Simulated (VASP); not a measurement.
# Pt (Fd-3m) in VASP: a series of runs

Pt is run at these levels: LDA; tasks: single point.

Program: VASP 6.6.1. These are calculated values, not measurements. Logs are shortened: lines on timing, memory, paths and dates and some standing lists are left out, and cuts for length are marked.

**1. The cell of the first run**

The structure is cubic, space group Fd-3m (No. 227). The conventional cell has a = 4.628 Å, b = 4.628 Å, c = 4.628 Å, α = 90.00°, β = 90.00°, γ = 90.00°. Within 2.7 Å of Pt (site symmetry -43m) lie 4 Pt at 2.00 Å.

**2. Single point, LDA**

Contents of INCAR:

```
PREC = Accurate
ENCUT = 520
EDIFF = 1E-6
ISMEAR = -1
SIGMA = 0.1
LREAL = False
LASPH = True
NELM = 80
ALGO = Normal
ISIF = 2
LWAVE = False
LCHARG = False
GGA = CA
NBANDS = 17
```

Contents of KPOINTS:

```
regular mesh
0
Gamma
  12 12 12
```

Contents of POSCAR:

```
Pt
1.0
    0.0000000000      2.3140976832      2.3140976832
    2.3140976832      0.0000000000      2.3140976832
    2.3140976832      2.3140976832      0.0000000000
Pt
2
Direct
   -0.1250000000     -0.1250000000     -0.1250000000
    0.1250000000      0.1250000000      0.1250000000
```

Potentials or basis: VASP PAW LDA potentials, release 64 (Pt).

Launch:

```
$ cat potpaw_LDA.64/Pt/POTCAR > POTCAR
$ mpirun -np 1 vasp_std > vasp.out
```

OUTCAR:

```text
PREC = Accurate
   ENCUT = 520
   EDIFF = 1E-6
   ISMEAR = -1
   LREAL = False
   LASPH = True
   NELM = 80
   ISIF = 2
   GGA = CA

 ion  position               nearest neighbor table
   1  0.875  0.875  0.875-   2 2.00   2 2.00   2 2.00   2 2.00
   2  0.125  0.125  0.125-   1 2.00   1 2.00   1 2.00   1 2.00

  LATTYP: Found a face centered cubic cell.
 ALAT       =     4.6281953664

  Lattice vectors:

 A1 = (   0.0000000000,   2.3140976832,   2.3140976832)
 A2 = (   2.3140976832,   0.0000000000,   2.3140976832)
 A3 = (   2.3140976832,   2.3140976832,   0.0000000000)

Analysis of symmetry for initial positions (statically):
=====================================================================
 Subroutine PRICEL returns:
 Original cell was already a primitive cell.

 Routine SETGRP: Setting up the symmetry group for a
 face centered cubic supercell.

 Subroutine GETGRP returns: Found 48 space group operations
 (whereof 12 operations were pure point group operations)
 out of a pool of 48 trial point group operations.

The static configuration has the point symmetry D_3d.
 The point group associated with its full space group is O_h .

Analysis of symmetry for dynamics (positions and initial velocities):
=====================================================================
 Subroutine PRICEL returns:
 Original cell was already a primitive cell.

 Routine SETGRP: Setting up the symmetry group for a
 face centered cubic supercell.

 Subroutine GETGRP returns: Found 48 space group operations
 (whereof 12 operations were pure point group operations)
 out of a pool of 48 trial point group operations.

The dynamic configuration has the point symmetry D_3d.
 The point group associated with its full space group is O_h .

 Subroutine INISYM returns: Found 48 space group operations
 (whereof 12 operations are pure point group operations),
 and found     1 'primitive' translations

----------------------------------------------------------------------------------------

                                     Primitive cell

  volume of cell :      24.7842

  direct lattice vectors                    reciprocal lattice vectors
     0.000000000  2.314097683  2.314097683    -0.216066938  0.216066938  0.216066938
     2.314097683  0.000000000  2.314097683     0.216066938 -0.216066938  0.216066938
     2.314097683  2.314097683  0.000000000     0.216066938  0.216066938 -0.216066938

  length of vectors
     3.272628328  3.272628328  3.272628328     0.374238914  0.374238914  0.374238914

  position of ions in fractional coordinates (direct lattice)
     0.875000000  0.875000000  0.875000000
     0.125000000  0.125000000  0.125000000

  ion indices of the primitive-cell ions
   primitive index   ion index
                 1           1
                 2           2

----------------------------------------------------------------------------------------

 KPOINTS: regular mesh

Automatic generation of k-mesh.
 Grid dimensions read from file:
 generate k-points for:   12   12   12

 Generating k-lattice:

  Cartesian coordinates                     Fractional coordinates (reciprocal lattice)
    -0.018005578  0.018005578  0.018005578     0.083333333  0.000000000  0.000000000
     0.018005578 -0.018005578  0.018005578     0.000000000  0.083333333  0.000000000
     0.018005578  0.018005578 -0.018005578     0.000000000  0.000000000  0.083333333

  Length of vectors
     0.031186576  0.031186576  0.031186576

  Shift w.r.t. Gamma in fractional coordinates (k-lattice)
     0.000000000  0.000000000  0.000000000

 Subroutine IBZKPT returns following result:
 ===========================================

 Found     72 irreducible k-points:

 Following reciprocal coordinates:
            Coordinates               Weight
  0.000000  0.000000  0.000000      1.000000
  0.083333  0.000000  0.000000      8.000000
  0.166667  0.000000  0.000000      8.000000
  0.250000  0.000000  0.000000      8.000000
  0.333333  0.000000  0.000000      8.000000
  0.416667  0.000000  0.000000      8.000000
[... 16 lines left out ...]
  0.500000  0.166667  0.000000     24.000000
 -0.416667  0.166667  0.000000     24.000000
 [... further k-points ...]
   k-points           NKPTS =     72   k-points in BZ     NKDIM =     72   number of bands    NBANDS=     17
   number of dos      NEDOS =    301   number of ions     NIONS =      2
   total plane-waves  NPLWV =  13824
   dimension x,y,z NGX =    24 NGY =   24 NGZ =   24
   dimension x,y,z NGXF=    48 NGYF=   48 NGZF=   48
   ions per type =               2
   NGX,Y,Z   is equivalent  to a cutoff of  12.19, 12.19, 12.19 a.u.
   NGXF,Y,Z  is equivalent  to a cutoff of  24.38, 24.38, 24.38 a.u.
 SYSTEM =  unknown system
   PREC   = accura    normal or accurate (medium, high low for compatibility)
   ISTART =      0    job   : 0-new  1-cont  2-samecut
   ICHARG =      2    charge: 1-file 2-atom 10-const
   ISPIN  =      1    spin polarized calculation?
   LNONCOLLINEAR =      F non collinear calculations
   LSORBIT =      F    spin-orbit coupling
   LASPH  =      T    aspherical Exc in radial PAW
   ENCUT  =  520.0 eV  38.22 Ry    6.18 a.u.   6.08  6.08  6.08*2*pi/ulx,y,z
   NELM   =     80;   NELMIN=  2; NELMDL= -5     # of ELM steps
   EDIFF  = 0.1E-05   stopping-criterion for ELM
   LREAL  =      F    real-space projection
   EDIFFG = 0.1E-04   stopping-criterion for IOM
   NSW    =      0    number of steps for IOM
   IBRION =     -1    ionic relax: 0-MD 1-quasi-New 2-CG
   NFREE  =      0    steps in history (QN), initial steepest desc. (CG)
   ISIF   =      2    stress and relaxation
   ISYM   =      2    0-nonsym 1-usesym 2-fastsym
   POTIM  = 0.5000    time-step for ionic-motion
   TEBEG  =    0.0;   TEEND  =   0.0 temperature during run
   PSTRESS=    0.0 pullay stress
   NELECT =      20.0000    total number of electrons
   NUPDOWN=      -1.0000    fix difference up-down
   EMIN   =  10.00;   EMAX   =-10.00  energy-range for DOS
   EFERMI =   0.00;   METHOD = LEGACY
   ISMEAR =    -1;   SIGMA  =   0.10  broadening in eV -4-tet -1-fermi 0-gaus
   EFERMI_NEDOS =   21; number of points for ismear=-14 and -15
   IALGO  =     38    algorithm
   IMIX   =      4    mixing-type and parameters
     AMIX     =   0.40;   BMIX     =  1.00
     AMIX_MAG =   1.60;   BMIX_MAG =  1.00
  volume/ion in A,a.u.               =      12.39        83.63
  Fermi-wavevector in a.u.,A,eV,Ry     =   1.524146  2.880218 31.606606  2.323020
  Thomas-Fermi vector in A             =   2.632492
   LORBIT       =      0    0 simple, 1 ext, 2 COOP (PROOUT), +10 PAW based schemes
   GGA     = CA    functional components
   LHFCALC =     F    Hartree Fock is set to
   AEXX    =    0.0000 exact exchange contribution
   IVDW    =     0    specifies the selected vdW correction
   LEPSILON=     F    determine dielectric tensor
   LRPA    =     F    only Hartree local field effects (RPA)
 non-spin polarized calculation
  energy-cutoff  :      520.00
  volume of cell :       24.78
 maximum number of plane-waves:       692
   NGX = 13   NGY = 13   NGZ = 13

 number of electron      19.9999998 magnetization

 Free energy of the ion-electron system (eV)
  ---------------------------------------------------
  ext. energy  EPLUGINS =         0.00000000
  ---------------------------------------------------
  free energy    TOTEN  =         0.57718113 eV

  energy without entropy =        0.61915238  energy(sigma->0) =        0.59816676

 E-fermi :  17.1247     XC(G=0): -14.4473

 val. band max:       17.1010887578   @ k =  -0.4167   0.2500   0.0833
 cond. band min:      17.1258666750   @ k =   0.4167   0.0833   0.0000
 fundamental gap:      0.0247779172
 Fermi energy:        17.1247270364

 k-point     1 :       0.0000    0.0000    0.0000
  band No.  band energies     occupation
      1       3.5933      2.00000
      2       5.6155      2.00000
      3       5.6155      2.00000
      4       7.4431      2.00000
      5       7.4431      2.00000
      6       7.4431      2.00000
[... 9 lines left out ...]
     16      29.7252      0.00000
     17      36.9050      0.00000

 k-point     2 :       0.0833    0.0000    0.0000
  band No.  band energies     occupation
      1       3.8051      2.00000
      2       5.5220      2.00000
      3       5.5220      2.00000
      4       7.3943      2.00000
      5       7.6173      2.00000
      6       7.6173      2.00000
[... 9 lines left out ...]
     16      30.7902      0.00000
     17      34.2157      0.00000

 k-point     3 :       0.1667    0.0000    0.0000
  band No.  band energies     occupation
      1       4.3926      2.00000
      2       5.3812      2.00000
      3       5.3812      2.00000
      4       7.2760      2.00000
      5       7.9181      2.00000
      6       7.9181      2.00000
[... 9 lines left out ...]
     16      32.1251      0.00000
     17      33.5836      0.00000

 k-point     4 :       0.2500    0.0000    0.0000
  band No.  band energies     occupation
      1       5.1687      2.00000
      2       5.3618      2.00000
      3       5.3618      2.00000
      4       7.1669      2.00000
      5       7.9774      2.00000
      6       7.9774      2.00000
[... 9 lines left out ...]
     16      32.8066      0.00000
     17      32.8066      0.00000
[... 343 lines left out ...]
      1       4.5864      2.00000
      2       5.7694      2.00000
      3       6.6621      2.00000
      4       6.9323      2.00000
      5       7.4769      2.00000
      6       8.8483      2.00000
[... 9 lines left out ...]
     16      31.8585      0.00000
     17      34.0252      0.00000

 k-point    23 :       0.5000    0.1667    0.0000
  band No.  band energies     occupation
      1       4.7051      2.00000
      2       5.7426      2.00000
      3       6.1271      2.00000
      4       7.4201      2.00000
      5       7.6908      2.00000
      6       8.4134      2.00000
[... 9 lines left out ...]
     16      33.1167      0.00000
     17      34.7484      0.00000

 k-point    24 :      -0.4167    0.1667    0.0000
  band No.  band energies     occupation
      1       4.8176      2.00000
      2       5.5877      2.00000
      3       6.0032      2.00000
      4       7.6387      2.00000
      5       7.9579      2.00000
      6       8.0467      2.00000
[... 9 lines left out ...]
     16      33.3456      0.00000
     17      34.4117      0.00000

 [... further k-points ...]
[... 5 lines left out ...]
  --------------------------------------------------------------------------------------
  -------------------------------------------------------------------------------------
  Total       54.1071160     54.1071160     54.1071160     -0.0000000      0.0000000      0.0000000
  in kB     3497.7592205   3497.7592205   3497.7592205     -0.0000000      0.0000000      0.0000000
  external PRESSURE =    3497.7592205 kB  Pullay stress =       0.0000000 kB

 VOLUME and BASIS-vectors are now :
 -----------------------------------------------------------------------------
  energy-cutoff  :      520.00
  volume of cell :       24.78
      direct lattice vectors                 reciprocal lattice vectors
     0.000000000  2.314097683  2.314097683    -0.216066938  0.216066938  0.216066938
     2.314097683  0.000000000  2.314097683     0.216066938 -0.216066938  0.216066938
     2.314097683  2.314097683  0.000000000     0.216066938  0.216066938 -0.216066938

 POSITION                                       TOTAL-FORCE (eV/Angst)
 -----------------------------------------------------------------------------------
      4.04967      4.04967      4.04967        -0.000000     -0.000000     -0.000000
      0.57852      0.57852      0.57852         0.000000      0.000000      0.000000
 -----------------------------------------------------------------------------------
    total drift:                                0.000000      0.000000      0.000000

  FREE ENERGIE OF THE ION-ELECTRON SYSTEM (eV)
  ---------------------------------------------------
  free  energy   TOTEN  =         0.5771811306 eV

  energy  without entropy=        0.6191523834  energy(sigma->0) =        0.59816676
```

Wall time 16 s (1 thread of Intel Xeon Platinum 8488C (Sapphire Rapids), shared host); peak memory 0.14 GiB.

Results:

```yaml
Free_energy: 0.5772 eV
Pressure: 349.8 GPa
Band_gap_on_the_k_mesh: zero (band 10 reaches 17.67 eV, above the bottom of band 11 at 16.22 eV)
```

Caveat: spin-orbit coupling is left out, which moves the levels of the heavy elements.

**3. Single point, LDA (volume scaled by 0.65)**

Contents of INCAR:

```
SYSTEM = Pt
PREC = Accurate
ENCUT = 520
EDIFF = 1E-6
ISMEAR = -1
SIGMA = 0.1
LREAL = .FALSE.
LASPH = .TRUE.
NELM = 100
ALGO = Normal
ISIF = 2
LWAVE = .FALSE.
LCHARG = .TRUE.
GGA = CA
LELF = .TRUE.
LVHAR = .TRUE.
NBANDS = 17
```

Contents of KPOINTS:

```
Automatic mesh
0
G
  12 12 12
  0 0 0
```

Contents of POSCAR:

```
Pt
1.0
    0.0000000000      2.4466127985      2.4466127985
    2.4466127985      0.0000000000      2.4466127985
    2.4466127985      2.4466127985      0.0000000000
Pt
2
Direct
   -0.1250000000     -0.1250000000     -0.1250000000
    0.1250000000      0.1250000000      0.1250000000
```

Potentials or basis: VASP PAW LDA potentials, release 64 (Pt).

Launch:

```
$ cat potpaw_LDA.64/Pt/POTCAR > POTCAR
$ mpirun -np 1 vasp_std > vasp.out
```

Run time: 26 s. Hardware: 1 thread of Intel Xeon Platinum 8488C (Sapphire Rapids), shared host; peak memory 0.16 GiB.

It converged, with:

```yaml
Free_energy: -6.5933 eV
Pressure: 177.7 GPa
Band_gap_on_the_k_mesh: zero (band 10 reaches 13.69 eV, above the bottom of band 11 at 12.46 eV)
```

Levels at points of the mesh, in eV from the Fermi level:
| k point | band 8 | band 9 | band 10 | band 11 | band 12 | band 13 |
| --- | --- | --- | --- | --- | --- | --- |
| (0.00, 0.00, 0.00) | -3.82 | -3.82 | 0.24 | 0.24 | 11.53 | 11.94 |
| (0.50, 0.00, 0.00) | -2.63 | -2.63 | -0.76 | -0.76 | 1.01 | 9.34 |
| (0.50, 0.50, 0.00) | -5.28 | -0.31 | -0.31 | 1.69 | 1.69 | 3.63 |

Caveat: spin-orbit coupling is left out, which moves the levels of the heavy elements.
